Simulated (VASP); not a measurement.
# BN (P6_3mc) in VASP: notebook, part 2 of 2

VASP 6.6.1. Earlier steps stand in the parts before.

## (3) Single point, PBE

This run uses another cell than the first one, of 5.81 Å³/atom, 1.003 times its volume.

Contents of INCAR:

```
SYSTEM = BN
PREC = Accurate
ENCUT = 520
EDIFF = 1E-6
ISMEAR = -1
SIGMA = 0.05
LREAL = .FALSE.
LASPH = .TRUE.
NELM = 60
ALGO = Normal
ISIF = 2
LWAVE = .FALSE.
LCHARG = .FALSE.
GGA = PE
NBANDS = 16
```

Contents of KPOINTS:

```
regular mesh
0
G
  12 12 6
  0 0 0
```

Contents of POSCAR:

```
BN
1.0
    2.5360000000      0.0000000000      0.0000000000
   -1.2680000000      2.1962400000      0.0000000000
    0.0000000000      0.0000000000      4.1710066667
B N
2 2
Direct
    0.6666666667      0.3333333333      0.0000000000
    0.3333333333      0.6666666667      0.5000000000
    0.6666666667      0.3333333333      0.3750000000
    0.3333333333      0.6666666667      0.8750000000
```

Potentials or basis: VASP PAW PBE potentials, release 64 (B, N).

Started as:

```bash
> cat potpaw_PBE.64/B/POTCAR potpaw_PBE.64/N/POTCAR > POTCAR
> mpirun -np 1 vasp_std > vasp.out
```

OUTCAR:

```text
SYSTEM = BN
   PREC = Accurate
   ENCUT = 520
   EDIFF = 1E-6
   ISMEAR = -1
   LREAL = .FALSE.
   LASPH = .TRUE.
   NELM = 60
   ISIF = 2
   GGA = PE

 ion  position               nearest neighbor table
   1  0.667  0.333  0.000-   4 1.55   4 1.55   4 1.55   3 1.56
   2  0.333  0.667  0.500-   3 1.55   3 1.55   3 1.55   4 1.56
   3  0.667  0.333  0.375-   2 1.55   2 1.55   2 1.55   1 1.56
   4  0.333  0.667  0.875-   1 1.55   1 1.55   1 1.55   2 1.56

  LATTYP: Found a hexagonal cell.
 ALAT       =     2.5360000000
 C/A-ratio  =     1.6447187172

  Lattice vectors:

 A1 = (   2.5360000000,   0.0000000000,   0.0000000000)
 A2 = (  -1.2680000000,   2.1962400000,   0.0000000000)
 A3 = (   0.0000000000,   0.0000000000,   4.1710066667)

Analysis of symmetry for initial positions (statically):
=====================================================================
 Subroutine PRICEL returns:
 Original cell was already a primitive cell.

 Routine SETGRP: Setting up the symmetry group for a
 hexagonal supercell.

 Subroutine GETGRP returns: Found 12 space group operations
 (whereof  6 operations were pure point group operations)
 out of a pool of 24 trial point group operations.

The static configuration has the point symmetry C_3v.
 The point group associated with its full space group is C_6v.

Analysis of symmetry for dynamics (positions and initial velocities):
=====================================================================
 Subroutine PRICEL returns:
 Original cell was already a primitive cell.

 Routine SETGRP: Setting up the symmetry group for a
 hexagonal supercell.

 Subroutine GETGRP returns: Found 12 space group operations
 (whereof  6 operations were pure point group operations)
 out of a pool of 24 trial point group operations.

The dynamic configuration has the point symmetry C_3v.
 The point group associated with its full space group is C_6v.

 Subroutine INISYM returns: Found 12 space group operations
 (whereof  6 operations are pure point group operations),
 and found     1 'primitive' translations

----------------------------------------------------------------------------------------

                                     Primitive cell

  volume of cell :      23.2311

  direct lattice vectors                    reciprocal lattice vectors
     2.536000000  0.000000000  0.000000000     0.394321767  0.227661822  0.000000000
    -1.268000000  2.196240000  0.000000000     0.000000000  0.455323644  0.000000000
     0.000000000  0.000000000  4.171006667     0.000000000  0.000000000  0.239750276

  length of vectors
     2.536000000  2.535999633  4.171006667     0.455323578  0.455323644  0.239750276

  position of ions in fractional coordinates (direct lattice)
     0.666666667  0.333333333  0.000000000
     0.333333333  0.666666667  0.500000000
     0.666666667  0.333333333  0.375000000
     0.333333333  0.666666667  0.875000000

  ion indices of the primitive-cell ions
   primitive index   ion index
                 1           1
                 2           2
                 3           3
                 4           4

----------------------------------------------------------------------------------------

 KPOINTS: regular mesh

Automatic generation of k-mesh.
 Grid dimensions read from file:
[... 23 lines left out ...]
  0.083333 -0.000000  0.000000      6.000000
  0.166667 -0.000000  0.000000      6.000000
  0.250000  0.000000  0.000000      6.000000
  0.333333  0.000000  0.000000      6.000000
  0.416667  0.000000  0.000000      6.000000
[... 16 lines left out ...]
  0.250000  0.000000  0.166667     12.000000
  0.333333  0.000000  0.166667     12.000000
 [... further k-points ...]
   k-points           NKPTS =     76   k-points in BZ     NKDIM =     76   number of bands    NBANDS=     16
   number of dos      NEDOS =    301   number of ions     NIONS =      4
   total plane-waves  NPLWV =  12800
   dimension x,y,z NGX =    20 NGY =   20 NGZ =   32
   dimension x,y,z NGXF=    40 NGYF=   40 NGZF=   64
   ions per type =               2   2
   NGX,Y,Z   is equivalent  to a cutoff of  13.11, 13.11, 12.75 a.u.
   NGXF,Y,Z  is equivalent  to a cutoff of  26.22, 26.22, 25.51 a.u.
 SYSTEM =  BN
   PREC   = accura    normal or accurate (medium, high low for compatibility)
   ISTART =      0    job   : 0-new  1-cont  2-samecut
   ICHARG =      2    charge: 1-file 2-atom 10-const
   ISPIN  =      1    spin polarized calculation?
   LNONCOLLINEAR =      F non collinear calculations
   LSORBIT =      F    spin-orbit coupling
   LASPH  =      T    aspherical Exc in radial PAW
   ENCUT  =  520.0 eV  38.22 Ry    6.18 a.u.   4.72  4.72  7.76*2*pi/ulx,y,z
   NELM   =     60;   NELMIN=  2; NELMDL= -5     # of ELM steps
   EDIFF  = 0.1E-05   stopping-criterion for ELM
   LREAL  =      F    real-space projection
   EDIFFG = 0.1E-04   stopping-criterion for IOM
   NSW    =      0    number of steps for IOM
   IBRION =     -1    ionic relax: 0-MD 1-quasi-New 2-CG
   NFREE  =      0    steps in history (QN), initial steepest desc. (CG)
   ISIF   =      2    stress and relaxation
   ISYM   =      2    0-nonsym 1-usesym 2-fastsym
   POTIM  = 0.5000    time-step for ionic-motion
   TEBEG  =    0.0;   TEEND  =   0.0 temperature during run
   PSTRESS=    0.0 pullay stress
   NELECT =      16.0000    total number of electrons
   NUPDOWN=      -1.0000    fix difference up-down
   EMIN   =  10.00;   EMAX   =-10.00  energy-range for DOS
   EFERMI =   0.00;   METHOD = LEGACY
   ISMEAR =    -1;   SIGMA  =   0.05  broadening in eV -4-tet -1-fermi 0-gaus
   EFERMI_NEDOS =   21; number of points for ismear=-14 and -15
   IALGO  =     38    algorithm
   IMIX   =      4    mixing-type and parameters
     AMIX     =   0.40;   BMIX     =  1.00
     AMIX_MAG =   1.60;   BMIX_MAG =  1.00
  volume/ion in A,a.u.               =       5.81        39.19
  Fermi-wavevector in a.u.,A,eV,Ry     =   1.445744  2.732061 28.438582  2.090177
  Thomas-Fermi vector in A             =   2.563892
   LORBIT       =      0    0 simple, 1 ext, 2 COOP (PROOUT), +10 PAW based schemes
   GGA     = PE    functional components
   LHFCALC =     F    Hartree Fock is set to
   AEXX    =    0.0000 exact exchange contribution
   IVDW    =     0    specifies the selected vdW correction
   LEPSILON=     F    determine dielectric tensor
   LRPA    =     F    only Hartree local field effects (RPA)
 non-spin polarized calculation
  energy-cutoff  :      520.00
  volume of cell :       23.23
 maximum number of plane-waves:       652
 NGX is ok and might be reduce to    20
   NGX =  9   NGY =  9   NGZ = 15

 number of electron      16.0000000 magnetization

 Free energy of the ion-electron system (eV)
  ---------------------------------------------------
  ext. energy  EPLUGINS =         0.00000000
  ---------------------------------------------------
  free energy    TOTEN  =       -34.80798042 eV

  energy without entropy =      -34.80798042  energy(sigma->0) =      -34.80798042

 E-fermi :   8.7847     XC(G=0): -12.8956

 val. band max:        7.7598277603   @ k =   0.0000   0.0000   0.0000
 cond. band min:      12.9726509441   @ k =   0.3333   0.3333   0.0000
 fundamental gap:      5.2128231839
 Fermi energy:         8.7846892935

 k-point     1 :       0.0000    0.0000    0.0000
  band No.  band energies     occupation
      1     -12.8315      2.00000
      2      -8.5456      2.00000
      3      -3.2918      2.00000
      4       5.5607      2.00000
      5       5.5607      2.00000
      6       7.5313      2.00000
[... 433 lines left out ...]
      3      -1.1825      2.00000
      4       0.3137      2.00000
      5       1.7434      2.00000
      6       3.3616      2.00000
[... 8 lines left out ...]
     15      24.0131      0.00000
     16      24.3393      0.00000

 [... further k-points ...]

------------------------ aborting loop because EDIFF is reached ----------------------------------------

  FORCE on cell =-STRESS in cart. coord.  units (eV):
  Direction    XX          YY          ZZ          XY          YZ          ZX
  --------------------------------------------------------------------------------------
  -------------------------------------------------------------------------------------
  Total        1.3310973      1.3310968      2.1449290      0.0000000      0.0000000     -0.0000000
  in kB       91.8016430     91.8016076    147.9290864      0.0000000      0.0000000     -0.0000000
  external PRESSURE =     110.5107790 kB  Pullay stress =       0.0000000 kB

 VOLUME and BASIS-vectors are now :
 -----------------------------------------------------------------------------
  energy-cutoff  :      520.00
  volume of cell :       23.23
      direct lattice vectors                 reciprocal lattice vectors
     2.536000000  0.000000000  0.000000000     0.394321767  0.227661822  0.000000000
    -1.268000000  2.196240000  0.000000000     0.000000000  0.455323644  0.000000000
     0.000000000  0.000000000  4.171006667     0.000000000  0.000000000  0.239750276

 POSITION                                       TOTAL-FORCE (eV/Angst)
 -----------------------------------------------------------------------------------
      1.26800      0.73208      0.00000         0.000000     -0.000000      0.048944
     -0.00000      1.46416      2.08550        -0.000000      0.000000      0.048944
      1.26800      0.73208      1.56413         0.000000      0.000000     -0.048944
     -0.00000      1.46416      3.64963         0.000000     -0.000000     -0.048944
 -----------------------------------------------------------------------------------
    total drift:                               -0.000000     -0.000000     -0.000337

  FREE ENERGIE OF THE ION-ELECTRON SYSTEM (eV)
  ---------------------------------------------------
  free  energy   TOTEN  =       -34.8079804207 eV

  energy  without entropy=      -34.8079804207  energy(sigma->0) =      -34.80798042
```

Run time: 12 s. Hardware: 1 thread of AMD EPYC 9R45 (Zen 5), shared host; peak memory 0.11 GiB.

What came out:

```
Free energy            : -34.8080 eV
Pressure               : 11.1 GPa
Largest force          : 0.049 eV/Å
Band gap on the k mesh : 5.21 eV, indirect (least direct gap 8.36 eV)
```

Forces in eV/Å, atoms in the order of the input:
```
B    0.000  0.000  0.049
B    0.000  0.000  0.049
N    0.000  0.000 -0.049
N    0.000  0.000 -0.049
```

Levels at points of the mesh, in eV from the valence-band top:
| k point | band 5 | band 6 | band 7 | band 8 | band 9 | band 10 | band 11 | band 12 |
| --- | --- | --- | --- | --- | --- | --- | --- | --- |
| (0.00, 0.00, 0.00) | -2.20 | -0.23 | 0.00 | 0.00 | 8.41 | 8.41 | 8.88 | 9.64 |
| (0.50, 0.00, 0.00) | -7.00 | -5.10 | -4.49 | -2.13 | 6.73 | 8.08 | 10.70 | 11.65 |
| (0.00, 0.00, 0.50) | -1.22 | -1.22 | -1.22 | -1.22 | 9.59 | 9.59 | 10.00 | 10.00 |
| (0.50, 0.00, 0.50) | -3.84 | -3.84 | -3.58 | -3.58 | 6.68 | 6.68 | 10.19 | 10.19 |

A k mesh can miss the band edges. As with any semilocal functional, this PBE gap is likely too small.

## (4) Single point, PBE

This run uses another cell than the first one, of 5.83 Å³/atom, 1.007 times its volume.

Changes to INCAR since step 3:

```diff
@@ -3,3 +3,3 @@
 ENCUT = 520
-EDIFF = 1E-6
+EDIFF = 1E-7
 ISMEAR = -1
@@ -8,3 +8,3 @@
 LASPH = .TRUE.
-NELM = 60
+NELM = 100
 ALGO = Normal
```

KPOINTS is that of step 3.

Changes to POSCAR since step 3:

```diff
@@ -4,3 +4,3 @@
    -1.2680000000      2.1962400000      0.0000000000
-    0.0000000000      0.0000000000      4.1710066667
+    0.0000000000      0.0000000000      4.1850033333
 B N
```

Potentials or basis: VASP PAW PBE potentials, release 64 (B, N).

Started as:

```bash
> cat potpaw_PBE.64/B/POTCAR potpaw_PBE.64/N/POTCAR > POTCAR
> mpirun -np 1 vasp_std > vasp.out
```

OUTCAR:

```text
SYSTEM = BN
   PREC = Accurate
   ENCUT = 520
   EDIFF = 1E-7
   ISMEAR = -1
   LREAL = .FALSE.
   LASPH = .TRUE.
   NELM = 100
   ISIF = 2
   GGA = PE

 ion  position               nearest neighbor table
   1  0.667  0.333  0.000-   4 1.55   4 1.55   4 1.55   3 1.57
   2  0.333  0.667  0.500-   3 1.55   3 1.55   3 1.55   4 1.57
   3  0.667  0.333  0.375-   2 1.55   2 1.55   2 1.55   1 1.57
   4  0.333  0.667  0.875-   1 1.55   1 1.55   1 1.55   2 1.57

  LATTYP: Found a hexagonal cell.
 ALAT       =     2.5360000000
 C/A-ratio  =     1.6502379075
[... 656 lines left out ...]
  --------------------------------------------------------------------------------------
  -------------------------------------------------------------------------------------
  Total        1.2986872      1.2986867      1.6122793      0.0000000      0.0000000      0.0000000
  in kB       89.2668653     89.2668308    110.8220032      0.0000000      0.0000000      0.0000000
  external PRESSURE =      96.4518998 kB  Pullay stress =       0.0000000 kB

 VOLUME and BASIS-vectors are now :
 -----------------------------------------------------------------------------
  energy-cutoff  :      520.00
  volume of cell :       23.31
      direct lattice vectors                 reciprocal lattice vectors
     2.536000000  0.000000000  0.000000000     0.394321767  0.227661822  0.000000000
    -1.268000000  2.196240000  0.000000000     0.000000000  0.455323644  0.000000000
     0.000000000  0.000000000  4.185003333     0.000000000  0.000000000  0.238948436

 POSITION                                       TOTAL-FORCE (eV/Angst)
 -----------------------------------------------------------------------------------
      1.26800      0.73208      0.00000         0.000000      0.000000      0.054559
     -0.00000      1.46416      2.09250        -0.000000      0.000000      0.054559
      1.26800      0.73208      1.56938         0.000000      0.000000     -0.054559
     -0.00000      1.46416      3.66188        -0.000000     -0.000000     -0.054559
 -----------------------------------------------------------------------------------
    total drift:                               -0.000000     -0.000000     -0.000170

  FREE ENERGIE OF THE ION-ELECTRON SYSTEM (eV)
  ---------------------------------------------------
  free  energy   TOTEN  =       -34.8143926178 eV

  energy  without entropy=      -34.8143926178  energy(sigma->0) =      -34.81439262
```

OSZICAR:

```text
N       E                     dE             d eps       ncg     rms          rms(c)
DAV:   1     0.360836150945E+02    0.36084E+02   -0.82812E+03  2440   0.972E+02
DAV:   2    -0.346706511345E+02   -0.70754E+02   -0.66433E+02  3520   0.230E+02
DAV:   3    -0.367976498207E+02   -0.21270E+01   -0.21225E+01  2776   0.360E+01
DAV:   4    -0.368025387204E+02   -0.48889E-02   -0.48886E-02  2952   0.197E+00
DAV:   5    -0.368025521456E+02   -0.13425E-04   -0.13425E-04  2728   0.946E-02    0.960E+00
DAV:   6    -0.349897481857E+02    0.18128E+01   -0.22454E+00  3088   0.137E+01    0.458E+00
DAV:   7    -0.348436658348E+02    0.14608E+00   -0.33366E-01  3136   0.465E+00    0.278E+00
DAV:   8    -0.348152982329E+02    0.28368E-01   -0.53760E-02  2792   0.190E+00    0.260E-01
DAV:   9    -0.348141131150E+02    0.11851E-02   -0.19162E-03  2800   0.523E-01    0.138E-01
DAV:  10    -0.348143849244E+02   -0.27181E-03   -0.46961E-04  2864   0.170E-01    0.253E-02
DAV:  11    -0.348143917664E+02   -0.68420E-05   -0.32729E-05  3040   0.555E-02    0.152E-02
DAV:  12    -0.348143925306E+02   -0.76415E-06   -0.57167E-06  2896   0.239E-02    0.208E-03
DAV:  13    -0.348143926178E+02   -0.87248E-07   -0.16545E-07  2208   0.394E-03
   1 F= -.34814393E+02 E0= -.34814393E+02  d E =-.997473E-11
```

stdout:

```text
POSCAR found type information on POSCAR B N
 POSCAR found :  2 types and       4 ions
 scaLAPACK will be used
 LDA part: xc-table for (Slater+PW92), standard interpolation
 POSCAR, INCAR and KPOINTS ok, starting setup
 FFT: planning ... GRIDC
 FFT: planning ... GRID_SOFT
 FFT: planning ... GRID
 WAVECAR not read
 entering main loop
```

Wall time 13 s (1 thread of AMD EPYC 9R45 (Zen 5), shared host); peak memory 0.11 GiB.

Results:

```
Free energy            : -34.8144 eV
Pressure               : 9.6 GPa
Largest force          : 0.055 eV/Å
Band gap on the k mesh : 5.21 eV, indirect (least direct gap 8.36 eV)
```

Forces in eV/Å, atoms in the order of the input:
```
B    0.000  0.000  0.055
B    0.000  0.000  0.055
N    0.000  0.000 -0.055
N    0.000  0.000 -0.055
```

Stress tensor (GPa, compression positive):
```
 8.93  0.00  0.00
 0.00  8.93  0.00
 0.00  0.00 11.08
```

Levels at points of the mesh, in eV from the valence-band top:
```
           k point  band 6  band 7  band 8  band 9  band 10  band 11
(0.00, 0.00, 0.00)   -0.24    0.00    0.00    8.42     8.42     8.75
(0.50, 0.00, 0.00)   -5.06   -4.46   -2.14    6.75     8.05    10.70
(0.00, 0.00, 0.50)   -1.20   -1.20   -1.20    9.60     9.60    10.00
(0.50, 0.00, 0.50)   -3.82   -3.58   -3.58    6.66     6.66    10.15
```

A k mesh can miss the band edges.

## (5) Single point, PBE

This run uses another cell than the first one, of 5.85 Å³/atom, 1.010 times its volume.

Contents of INCAR:

```
SYSTEM = BN
ALGO = Normal
EDIFF = 1E-6
ENCUT = 520
GGA = PE
ISIF = 2
ISMEAR = -1
LASPH = .True.
LCHARG = .True.
LELF = .True.
LREAL = .False.
LVHAR = .True.
LWAVE = .False.
NBANDS = 16
NELM = 60
PREC = Accurate
SIGMA = 0.05
```

Contents of KPOINTS:

```
k-points
0
Gamma
  12 12 6
  0 0 0
```

Changes to POSCAR since step 4:

```diff
@@ -4,3 +4,3 @@
    -1.2680000000      2.1962400000      0.0000000000
-    0.0000000000      0.0000000000      4.1850033333
+    0.0000000000      0.0000000000      4.1990000000
 B N
```

Started as:

```bash
> cat potpaw_PBE.64/B/POTCAR potpaw_PBE.64/N/POTCAR > POTCAR
> mpirun -np 1 vasp_std > vasp.out
```

Wall time 13 s (1 thread of AMD EPYC 9R45 (Zen 5), shared host); peak memory 0.11 GiB.

It converged, with:

```yaml
Free_energy: -34.8190 eV
Pressure: 8.3 GPa
Largest_force: 0.058 eV/Å
Band_gap_on_the_k_mesh: 5.20 eV, indirect (least direct gap 8.35 eV)
```

Forces on the atoms (eV/Å):
```
B    0.000  0.000  0.058
B    0.000  0.000  0.058
N    0.000  0.000 -0.058
N    0.000  0.000 -0.058
```

Stress tensor (GPa, compression positive):
```
8.69 0.00 0.00
0.00 8.69 0.00
0.00 0.00 7.47
```

Levels at points of the mesh, in eV from the valence-band top:
```
           k point  band 4  band 5  band 6  band 7  band 8  band 9  band 10  band 11  band 12  band 13
(0.00, 0.00, 0.00)   -2.13   -2.13   -0.25    0.00    0.00    8.44     8.44     8.62     9.69    10.97
(0.50, 0.00, 0.00)   -7.87   -6.95   -5.03   -4.44   -2.14    6.77     8.01    10.71    11.61    13.00
(0.00, 0.00, 0.50)   -5.75   -1.18   -1.18   -1.18   -1.18    9.61     9.61    10.00    10.00    10.00
(0.50, 0.00, 0.50)  -10.10   -3.81   -3.81   -3.59   -3.59    6.64     6.64    10.11    10.11    14.42
```

A k mesh can miss the band edges. PBE gaps usually lie below the measured ones, often by a third to a half.

## (6) Summary

```csv
cell,gap on the mesh (eV),pressure (GPa),largest force (eV/Å)
"a = 2.536, b = 2.536, c = 4.157 Å, angles 90.0, 90.0, 120.0°, 4 atoms",5.22,12.5,0.04
"a = 2.536, b = 2.536, c = 4.171 Å, angles 90.0, 90.0, 120.0°, 4 atoms",5.21,11.1,0.05
"a = 2.536, b = 2.536, c = 4.185 Å, angles 90.0, 90.0, 120.0°, 4 atoms",5.21,9.6,0.05
"a = 2.536, b = 2.536, c = 4.199 Å, angles 90.0, 90.0, 120.0°, 4 atoms",5.20,8.3,0.06
```

Alike in all rows: task single point; level PBE; potentials or basis VASP PAW PBE potentials, release 64 (B, N); no spin polarisation; k mesh 12 × 12 × 6; cutoff (eV) 520; smearing fermi-dirac 0.05 eV.

Absolute energies hang on the potentials; compare differences alone.
